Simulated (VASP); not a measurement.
**Yb: single point with revPBE**

Yb:

```
CELL_PARAMETERS angstrom
-2.10794 2.10794 2.10794
2.10794 -2.10794 2.10794
2.10794 2.10794 -2.10794
ATOMIC_POSITIONS crystal
Yb 0.00000 0.00000 0.00000
```

| Quantity | Value |
| --- | --- |
| Program | VASP 6.6.1 |
| Task | single point |
| Functional | revPBE |
| Potentials or basis | VASP PAW PBE potentials, release 64 (Yb) |
| Cutoff | 520 eV |
| k mesh | 12 × 12 × 12 |
| Occupations | fermi-dirac, width 0.05 eV |
| Spin | no spin polarisation |
| Dipole correction | no |
| Further INCAR settings | ALGO = Normal; EDIFF = 1e-06; NBANDS = 18 |

```yaml
Pressure: -0.5 GPa
Band_gap_on_the_k_mesh: zero (band 12 reaches 1.91 eV, above the bottom of band 13 at 1.23 eV)
```

Levels at points of the mesh, in eV from the Fermi level:
```csv
k point,band 8,band 9,band 10,band 11,band 12,band 13,band 14,band 15,band 16,band 17
"(0.00, 0.00, 0.00)",-0.42,-0.30,-0.30,-0.30,-0.28,2.92,2.92,2.92,4.73,4.73
"(0.50, 0.00, 0.00)",-0.39,-0.34,-0.33,-0.31,-0.29,0.49,1.36,4.44,5.44,7.19
"(0.50, 0.50, 0.50)",-0.38,-0.38,-0.38,-0.29,-0.29,-0.29,4.95,4.95,4.95,6.61
```

It took 2.9 min on 1 thread of AMD EPYC 7R13, on a shared host, peak memory 0.18 GiB.

Caveat: the PAW data sets were made with another functional, which shifts forces and pressure a little; spin-orbit coupling is left out, which moves the levels of the heavy elements. Spin polarisation is off, so any magnetic state and its effect on volume and gap are missing.
